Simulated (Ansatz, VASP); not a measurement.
C in VASP and in Ansatz

```xyz
2
Lattice="2.0931 0.0000 0.0000 0.0000 3.1455 0.0000 0.0000 0.0000 2.0175" Properties=species:S:1:pos:R:3 pbc="T T T"
C     0.0000    0.0000    1.3493
C     1.0465    1.5728    0.6682
```

Alike in both runs: task single point; functional PBE; k mesh 8 × 6 × 8; occupations gaussian, width 0.1 eV; no spin polarisation.

```csv
,VASP,Ansatz
version,VASP 6.6.1,Ansatz 0.2.0
potentials or method,"VASP PAW PBE potentials, release 64 (C), cutoff 520 eV","scalar-relativistic, plane waves, PAW"
valence electrons in the cell,8,8
```

```csv
,VASP,Ansatz,Ansatz less VASP
gap on the k mesh at the Fermi level (eV),none,none,-
pressure (GPa),2.6,2.4,-0.20
"traceless stress, the component that is largest in VASP (GPa)",17.38,17.40,+0.015
rms of the force components (eV/Å),1.743,1.745,+0.0015
```

Atom by atom the forces differ by 0.002 eV/Å (rms over components). A gap of «none» marks a metal or a gap that the smearing closes.

The k mesh is coarse, so the values compare programs but aren't converged.
